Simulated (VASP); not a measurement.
# AlN (Pm) in VASP: further runs

The runs below take AlN through single point, with LDA.

Program: VASP 6.6.1. These are calculated values, not measurements. Logs are shortened: lines on timing, memory, paths and dates and some standing lists are left out, and cuts for length are marked.

## 1. The cell of the first run

Symmetry: Pm, No. 6, monoclinic system. Conventional cell: a = 3.276 Å, b = 4.101 Å, c = 5.674 Å, α = 90.00°, β = 90.00°, γ = 90.00°. Within 1.7 Å of Al (site symmetry m) lie 1 N at 1.23 Å. Al (site symmetry m) has 5 N at 1.89 to 2.05 Å within 2.5 Å. Al (site symmetry m) has 5 N at 1.89 to 2.05 Å and 2 Al at 2.39 Å within 2.5 Å. Within 2.5 Å of Al (site symmetry m) lie 5 N at 1.89 to 2.05 Å. N (site symmetry m) has 5 Al at 1.89 to 2.16 Å within 2.5 Å. N (site symmetry m) has 5 Al at 1.89 to 2.05 Å within 2.5 Å. Within 1.7 Å of N (site symmetry m) lie 1 Al at 1.23 Å. Within 2.5 Å of N (site symmetry m) lie 5 Al at 1.89 to 2.36 Å.

## 2. Single point, LDA (atom 1 (Al) moved by +0.620 Å along [1 0 0] and -0.248 Å along [1 2 0])

Contents of INCAR:

```
PREC     = Accurate       # precision mode
ENCUT    = 520            # plane-wave cutoff, eV
EDIFF    = 1E-6           # SCF threshold, eV
ISMEAR   = 0              # smearing method
SIGMA    = 0.05           # smearing width, eV
LREAL    = False          # projectors in reciprocal space
LASPH    = True           # aspherical terms in the spheres
NELM     = 60             # most SCF steps
ALGO     = Normal         # electronic algorithm
ISIF     = 2              # what is computed and relaxed
LWAVE    = False          # write WAVECAR
LCHARG   = True           # write CHGCAR
LELF     = True           # ELF
LVHAR    = True         
NBANDS   = 26             # bands
```

Contents of KPOINTS:

```
Automatic mesh
0
Gamma
  8 6 4
```

Contents of POSCAR:

```
AlN
1.0
   -1.6378403119      2.8368226349      0.0000000000
    0.0000000000      0.0000000000      4.1006264518
    4.9135209358      2.8368226349      0.0000000000
Al N
4 4
Direct
    0.3397968665      0.7500000000      0.2394480499
    1.0000000000      0.7500000000      0.6666666667
    0.0000000000      0.2500000000      0.3333333333
    0.5000000000      0.2500000000      0.8333333333
    0.5000000000      0.2500000000      0.1666666667
    1.0000000000      0.2500000000      0.6666666667
    0.0000000000      0.7500000000      0.3333333333
    0.5000000000      0.7500000000      0.8333333333
```

Potentials or basis: VASP PAW LDA potentials, release 64 (Al, N).

Launch:

```sh
> cat potpaw_LDA.64/Al/POTCAR potpaw_LDA.64/N/POTCAR > POTCAR
> mpirun -np 1 vasp_std > vasp.out
```

OUTCAR:

```text
PREC = Accurate
   ENCUT = 520
   EDIFF = 1E-6
   ISMEAR = 0
   LREAL = False
   LASPH = True
   NELM = 60
   ISIF = 2

 ion  position               nearest neighbor table
   1  0.340  0.750  0.239-   7 1.23   5 2.16   5 2.16   7 2.23   8 2.36   3 2.39   3 2.39   2 2.67
                             3 3.03   3 3.03   4 3.13   4 3.13   2 3.25
   2  0.000  0.750  0.667-   8 1.89   8 1.89   7 1.89   6 2.05   6 2.05   1 2.67   4 2.79   4 2.79
                             4 2.79   4 2.79   3 2.79   3 2.79   1 3.25
   3  0.000  0.250  0.333-   5 1.89   5 1.89   6 1.89   7 2.05   7 2.05   1 2.39   1 2.39   2 2.79
                             2 2.79   1 3.03   1 3.03   4 3.28   4 3.28   4 3.28   4 3.28
   4  0.500  0.250  0.833-   6 1.89   6 1.89   5 1.89   8 2.05   8 2.05   2 2.79   2 2.79   2 2.79
                             2 2.79   1 3.13   1 3.13   3 3.28   3 3.28   3 3.28   3 3.28
   5  0.500  0.250  0.167-   3 1.89   3 1.89   4 1.89   1 2.16   1 2.16
   6  0.000  0.250  0.667-   4 1.89   4 1.89   3 1.89   2 2.05   2 2.05
   7  0.000  0.750  0.333-   1 1.23   2 1.89   3 2.05   3 2.05   1 2.23
   8  0.500  0.750  0.833-   2 1.89   2 1.89   4 2.05   4 2.05   1 2.36

 -----------------------------------------------------------------------------
|                                                                             |
|           W    W    AA    RRRRR   N    N  II  N    N   GGGG   !!!           |
|           W    W   A  A   R    R  NN   N  II  NN   N  G    G  !!!           |
|           W    W  A    A  R    R  N N  N  II  N N  N  G       !!!           |
|           W WW W  AAAAAA  RRRRR   N  N N  II  N  N N  G  GGG   !            |
|           WW  WW  A    A  R   R   N   NN  II  N   NN  G    G                |
|           W    W  A    A  R    R  N    N  II  N    N   GGGG   !!!           |
|                                                                             |
|     The distance between some ions is very small. Please check the          |
|     nearest-neighbor list in the OUTCAR file.                               |
|     I HOPE YOU KNOW WHAT YOU ARE DOING!                                     |
|                                                                             |
 -----------------------------------------------------------------------------

  LATTYP: Found a simple orthorhombic cell.
 ALAT       =     3.2756806238
 B/A-ratio  =     1.2518395176
 C/A-ratio  =     1.7320508076

  Lattice vectors:

 A1 = (  -1.6378403119,   2.8368226349,   0.0000000000)
 A2 = (   0.0000000000,   0.0000000000,   4.1006264518)
 A3 = (   4.9135209358,   2.8368226349,   0.0000000000)

Analysis of symmetry for initial positions (statically):
=====================================================================
 Subroutine PRICEL returns:
 Original cell was already a primitive cell.

 Routine SETGRP: Setting up the symmetry group for a
 simple orthorhombic supercell.

 Subroutine GETGRP returns: Found  2 space group operations
 (whereof  1 operations were pure point group operations)
 out of a pool of  8 trial point group operations.

The static configuration has the point symmetry C_1 .
 The point group associated with its full space group is C_1h.

Analysis of symmetry for dynamics (positions and initial velocities):
=====================================================================
 Subroutine PRICEL returns:
 Original cell was already a primitive cell.

 Routine SETGRP: Setting up the symmetry group for a
 simple orthorhombic supercell.

 Subroutine GETGRP returns: Found  2 space group operations
 (whereof  1 operations were pure point group operations)
 out of a pool of  8 trial point group operations.

The dynamic configuration has the point symmetry C_1 .
 The point group associated with its full space group is C_1h.

 Subroutine INISYM returns: Found  2 space group operations
 (whereof  1 operations are pure point group operations),
 and found     1 'primitive' translations

----------------------------------------------------------------------------------------

                                     Primitive cell

  volume of cell :      76.2103

  direct lattice vectors                    reciprocal lattice vectors
    -1.637840312  2.836822635  0.000000000    -0.152640033  0.264380293  0.000000000
     0.000000000  0.000000000  4.100626452     0.000000000  0.000000000  0.243865178
     4.913520936  2.836822635  0.000000000     0.152640033  0.088126764  0.000000000

  length of vectors
     3.275680624  4.100626452  5.673645270     0.305280067  0.243865178  0.176253529

  position of ions in fractional coordinates (direct lattice)
     0.339796867  0.750000000  0.239448050
     0.000000000  0.750000000  0.666666667
[... 31 lines left out ...]
     0.038160008  0.022031691  0.000000000     0.000000000  0.000000000  0.250000000

  Length of vectors
     0.038160008  0.040644196  0.044063382

  Shift w.r.t. Gamma in fractional coordinates (k-lattice)
     0.000000000  0.000000000  0.000000000

 Subroutine IBZKPT returns following result:
 ===========================================

 Found     72 irreducible k-points:

 Following reciprocal coordinates:
            Coordinates               Weight
  0.000000  0.000000  0.000000      1.000000
  0.125000  0.000000  0.000000      2.000000
  0.250000  0.000000  0.000000      2.000000
  0.375000  0.000000  0.000000      2.000000
  0.500000  0.000000  0.000000      1.000000
  0.000000  0.166667  0.000000      2.000000
[... 16 lines left out ...]
  0.125000  0.000000 -0.250000      2.000000
  0.250000  0.000000  0.250000      2.000000
 [... further k-points ...]
   k-points           NKPTS =     72   k-points in BZ     NKDIM =     72   number of bands    NBANDS=     26
   number of dos      NEDOS =    301   number of ions     NIONS =      8
   total plane-waves  NPLWV =  30240
   dimension x,y,z NGX =    24 NGY =   30 NGZ =   42
   dimension x,y,z NGXF=    48 NGYF=   60 NGZF=   84
   ions per type =               4   4
   NGX,Y,Z   is equivalent  to a cutoff of  12.18, 12.16, 12.31 a.u.
   NGXF,Y,Z  is equivalent  to a cutoff of  24.36, 24.32, 24.61 a.u.
 SYSTEM =  unknown system
   PREC   = accura    normal or accurate (medium, high low for compatibility)
   ISTART =      0    job   : 0-new  1-cont  2-samecut
   ICHARG =      2    charge: 1-file 2-atom 10-const
   ISPIN  =      1    spin polarized calculation?
   LNONCOLLINEAR =      F non collinear calculations
   LSORBIT =      F    spin-orbit coupling
   LASPH  =      T    aspherical Exc in radial PAW
   ENCUT  =  520.0 eV  38.22 Ry    6.18 a.u.   6.09  7.62 10.55*2*pi/ulx,y,z
   NELM   =     60;   NELMIN=  2; NELMDL= -5     # of ELM steps
   EDIFF  = 0.1E-05   stopping-criterion for ELM
   LREAL  =      F    real-space projection
   EDIFFG = 0.1E-04   stopping-criterion for IOM
   NSW    =      0    number of steps for IOM
   IBRION =     -1    ionic relax: 0-MD 1-quasi-New 2-CG
   NFREE  =      0    steps in history (QN), initial steepest desc. (CG)
   ISIF   =      2    stress and relaxation
   ISYM   =      2    0-nonsym 1-usesym 2-fastsym
   POTIM  = 0.5000    time-step for ionic-motion
   TEBEG  =    0.0;   TEEND  =   0.0 temperature during run
   PSTRESS=    0.0 pullay stress
   NELECT =      32.0000    total number of electrons
   NUPDOWN=      -1.0000    fix difference up-down
   EMIN   =  10.00;   EMAX   =-10.00  energy-range for DOS
   EFERMI =   0.00;   METHOD = LEGACY
   ISMEAR =     0;   SIGMA  =   0.05  broadening in eV -4-tet -1-fermi 0-gaus
   EFERMI_NEDOS =   21; number of points for ismear=-14 and -15
   IALGO  =     38    algorithm
   IMIX   =      4    mixing-type and parameters
     AMIX     =   0.40;   BMIX     =  1.00
     AMIX_MAG =   1.60;   BMIX_MAG =  1.00
  volume/ion in A,a.u.               =       9.53        64.29
  Fermi-wavevector in a.u.,A,eV,Ry     =   1.225896  2.316607 20.447110  1.502820
  Thomas-Fermi vector in A             =   2.360917
   LORBIT       =      0    0 simple, 1 ext, 2 COOP (PROOUT), +10 PAW based schemes
   GGA     = CA    functional components
   LHFCALC =     F    Hartree Fock is set to
   AEXX    =    0.0000 exact exchange contribution
   IVDW    =     0    specifies the selected vdW correction
   LEPSILON=     F    determine dielectric tensor
   LRPA    =     F    only Hartree local field effects (RPA)
 non-spin polarized calculation
 Gauss-broadening in eV      SIGMA  =   0.05
  energy-cutoff  :      520.00
  volume of cell :       76.21
 maximum number of plane-waves:      2088
   NGX = 13   NGY = 15   NGZ = 21

 number of electron      32.0000003 magnetization

 Free energy of the ion-electron system (eV)
  ---------------------------------------------------
  ext. energy  EPLUGINS =         0.00000000
  ---------------------------------------------------
  free energy    TOTEN  =       -53.85820130 eV

  energy without entropy =      -53.85820130  energy(sigma->0) =      -53.85820130

 E-fermi :   8.1302     XC(G=0): -11.6378

 val. band max:        7.9272218707   @ k =   0.0000   0.0000   0.0000
 cond. band min:      10.8191414417   @ k =   0.0000   0.0000   0.0000
 fundamental gap:      2.8919195710
 Fermi energy:         8.1301745439

 k-point     1 :       0.0000    0.0000    0.0000
  band No.  band energies     occupation
      1      -9.1167      2.00000
      2      -6.9154      2.00000
      3      -5.8436      2.00000
      4      -4.4578      2.00000
      5       0.4801      2.00000
      6       1.2547      2.00000
[... 685 lines left out ...]
     25      17.9360      0.00000
     26      18.0794      0.00000

 [... further k-points ...]

------------------------ aborting loop because EDIFF is reached ----------------------------------------

  FORCE on cell =-STRESS in cart. coord.  units (eV):
  Direction    XX          YY          ZZ          XY          YZ          ZX
  --------------------------------------------------------------------------------------
  -------------------------------------------------------------------------------------
  Total       39.4424304     16.9312715      1.2274972    -28.3087484      0.0000000      0.0000000
  in kB      829.2019411    355.9477213     25.8057903   -595.1374931      0.0000000      0.0000000
  external PRESSURE =     403.6518176 kB  Pullay stress =       0.0000000 kB

 VOLUME and BASIS-vectors are now :
 -----------------------------------------------------------------------------
  energy-cutoff  :      520.00
  volume of cell :       76.21
      direct lattice vectors                 reciprocal lattice vectors
    -1.637840312  2.836822635  0.000000000    -0.152640033  0.264380293  0.000000000
     0.000000000  0.000000000  4.100626452     0.000000000  0.000000000  0.243865178
     4.913520936  2.836822635  0.000000000     0.152640033  0.088126764  0.000000000

 POSITION                                       TOTAL-FORCE (eV/Angst)
 -----------------------------------------------------------------------------------
      0.62000      1.64322      3.07547       -45.640705     29.159216      0.000000
      3.27568      1.89122      3.07547         1.817816      0.501962      0.000000
      1.63784      0.94561      1.02516         1.163783     -1.432799      0.000000
      3.27568      3.78243      1.02516         0.375894      0.345700      0.000000
      0.00000      1.89122      1.02516         2.165124     -0.124711      0.000000
      3.27568      1.89122      1.02516        -0.881629     -0.484872      0.000000
      1.63784      0.94561      3.07547        40.664894    -27.536168      0.000000
      3.27568      3.78243      3.07547         0.334823     -0.428327      0.000000
 -----------------------------------------------------------------------------------
    total drift:                                0.000585      0.000195     -0.000000

  FREE ENERGIE OF THE ION-ELECTRON SYSTEM (eV)
  ---------------------------------------------------
  free  energy   TOTEN  =       -53.8582013002 eV

  energy  without entropy=      -53.8582013002  energy(sigma->0) =      -53.85820130
```

Wall time 57 s (1 thread of AMD EPYC 9R45 (Zen 5), shared host); peak memory 0.19 GiB.

What came out:

```yaml
Free_energy: -53.8582 eV
Pressure: 40.4 GPa
Largest_force: 54.160 eV/Å
Band_gap_on_the_k_mesh: 2.89 eV
```

Forces on the atoms (eV/Å):
```
Al  -45.641  29.159   0.000
Al    1.818   0.502   0.000
Al    1.164  -1.433   0.000
Al    0.376   0.346   0.000
N     2.165  -0.125   0.000
N    -0.882  -0.485   0.000
N    40.665 -27.536   0.000
N     0.335  -0.428   0.000
```

Stress tensor (GPa, compression positive):
```
 82.92 -59.51   0.00
-59.51  35.59   0.00
  0.00   0.00   2.58
```

Caveat: the cell differs from its parent crystal (atom 1 (Al) moved by +0.620 Å along [1 0 0] and -0.248 Å along [1 2 0]); atoms lie so close that the PAW spheres overlap strongly, which falsifies energies and pressures; the stress differs along the axes, from 3 to 83 GPa; forces of over 1 eV/Å act on the atoms, so gaps and moduli don't describe the material at rest.

## 3. Single point, LDA (atom 1 (Al) moved by +0.248 Å along [1 0 0] and -0.124 Å along [1 2 0])

Contents of INCAR:

```
ALGO     = Normal         # electronic algorithm
EDIFF    = 1E-7           # SCF threshold, eV
ENCUT    = 520            # plane-wave cutoff, eV
ISIF     = 2              # what is computed and relaxed
ISMEAR   = 0              # smearing method
LASPH    = True           # aspherical terms in the spheres
LCHARG   = False          # write CHGCAR
LREAL    = False          # projectors in reciprocal space
LWAVE    = False          # write WAVECAR
NBANDS   = 26             # bands
NELM     = 60             # most SCF steps
PREC     = Accurate       # precision mode
SIGMA    = 0.05           # smearing width, eV
```

Contents of KPOINTS:

```
k-points
0
Gamma
  8 6 4
```

POSCAR, as its differences from that of step 2:

```diff
@@ -8,3 +8,3 @@
 Direct
-    0.3397968665      0.7500000000      0.2394480499
+    0.4293621153      0.7500000000      0.1935936762
     1.0000000000      0.7500000000      0.6666666667
```

Potentials or basis: VASP PAW LDA potentials, release 64 (Al, N).

Launch:

```sh
> cat potpaw_LDA.64/Al/POTCAR potpaw_LDA.64/N/POTCAR > POTCAR
> mpirun -np 1 vasp_std > vasp.out
```

It took 67 s on 1 thread of AMD EPYC 9R45 (Zen 5), shared host; peak memory 0.19 GiB.

Results (log left out):

```
Free energy            : -63.9264 eV
Pressure               : 5.3 GPa
Largest force          : 8.893 eV/Å
Band gap on the k mesh : 3.43 eV
```

Forces on the atoms (eV/Å):
```
Al  -8.003  3.877  0.000
Al   0.709  0.276  0.000
Al   0.432 -0.503  0.000
Al   0.113  0.197  0.000
N    0.873 -0.088  0.000
N   -0.309 -0.207  0.000
N    5.462 -3.566  0.000
N    0.723  0.015  0.000
```

Stress tensor (GPa, compression positive):
```
13.04 -9.99  0.00
-9.99  2.33  0.00
 0.00  0.00  0.67
```

Levels at points of the mesh, in eV from the valence-band top:
```
           k point  band 14  band 15  band 16  band 17  band 18  band 19
(0.00, 0.00, 0.00)    -1.53    -1.22     0.00     3.43     3.87     4.58
(0.50, 0.00, 0.00)    -2.60    -2.20    -1.94     5.45     5.62     5.88
(0.00, 0.50, 0.00)    -2.28    -1.79    -1.68     5.05     5.14     5.86
(0.50, 0.50, 0.00)    -1.01    -0.94    -0.79     5.83     5.91     6.33
(0.00, 0.00, 0.50)    -1.36    -1.15    -0.93     4.61     4.94     6.30
(0.50, 0.00, 0.50)    -2.86    -1.52    -1.17     3.66     3.99     6.91
(0.00, 0.50, 0.50)    -2.06    -1.69    -1.63     5.07     5.34     5.51
(0.50, 0.50, 0.50)    -1.80    -1.58    -1.52     4.82     4.98     5.23
```

Caveat: the cell differs from its parent crystal (atom 1 (Al) moved by +0.248 Å along [1 0 0] and -0.124 Å along [1 2 0]); the stress differs along the axes, from 1 to 13 GPa; forces of over 1 eV/Å act on the atoms, so gaps and moduli don't describe the material at rest. A k mesh can miss the band edges.

## 4. Single point, LDA (atom 1 (Al) moved by -0.124 Å along [1 0 0] and -0.496 Å along [1 2 0])

Contents of INCAR:

```
SYSTEM = AlN
PREC = Accurate ; ENCUT = 520
EDIFF = 1E-6 ; ISMEAR = 0
SIGMA = 0.05 ; LREAL = .FALSE.
LASPH = .TRUE. ; NELM = 100
ALGO = Normal ; ISIF = 2
LWAVE = .FALSE. ; LCHARG = .FALSE.
NBANDS = 26
```

Contents of KPOINTS:

```
regular mesh
0
G
  8 6 4
  0 0 0
```

POSCAR, as its differences from that of step 3:

```diff
@@ -8,3 +8,3 @@
 Direct
-    0.4293621153      0.7500000000      0.1935936762
+    0.3877947387      0.7500000000      0.1040284274
     1.0000000000      0.7500000000      0.6666666667
```

Launch:

```sh
> cat potpaw_LDA.64/Al/POTCAR potpaw_LDA.64/N/POTCAR > POTCAR
> mpirun -np 1 vasp_std > vasp.out
```

It took 54 s on 1 thread of AMD EPYC 9R45 (Zen 5), shared host; peak memory 0.19 GiB.

It converged, with:

```yaml
Free_energy: -62.6740 eV
Pressure: 9.4 GPa
Largest_force: 11.341 eV/Å
Band_gap_on_the_k_mesh: 2.53 eV
```

Forces on the atoms (eV/Å):
```
Al   9.258  6.552  0.000
Al  -1.870 -1.362  0.000
Al   0.031 -0.543  0.000
Al  -0.472  0.241  0.000
N   -1.036 -1.662  0.000
N    0.751  0.383  0.000
N    0.397 -0.870  0.000
N   -7.058 -2.739  0.000
```

Stress tensor (GPa, compression positive):
```
26.76  6.23  0.00
 6.23  0.32  0.00
 0.00  0.00  1.09
```

Levels at points of the mesh, in eV from the valence-band top:
```
           k point  band 13  band 14  band 15  band 16  band 17  band 18  band 19  band 20
(0.00, 0.00, 0.00)    -2.36    -1.82    -0.30     0.00     2.53     3.82     4.50     6.73
(0.50, 0.00, 0.00)    -2.82    -2.35    -2.27    -1.98     4.76     4.80     5.80     6.03
(0.00, 0.50, 0.00)    -2.55    -1.75    -1.73    -0.92     3.74     4.75     5.66     6.15
(0.50, 0.50, 0.00)    -1.74    -1.48    -0.64    -0.51     5.24     5.29     6.34     6.57
(0.00, 0.00, 0.50)    -2.19    -1.87    -0.75    -0.23     3.44     5.00     5.94     6.16
(0.50, 0.00, 0.50)    -3.03    -2.58    -1.68    -1.26     3.16     4.03     6.06     6.99
(0.00, 0.50, 0.50)    -2.34    -1.78    -1.52    -0.99     3.50     4.87     5.22     6.44
(0.50, 0.50, 0.50)    -2.55    -2.28    -1.39    -1.02     4.26     4.47     5.31     5.65
```

Caveat: the cell differs from its parent crystal (atom 1 (Al) moved by -0.124 Å along [1 0 0] and -0.496 Å along [1 2 0]); the stress differs along the axes, from 0 to 27 GPa; forces of over 1 eV/Å act on the atoms, so gaps and moduli don't describe the material at rest. A k mesh can miss the band edges.

(Continued in part 2 of 2.)
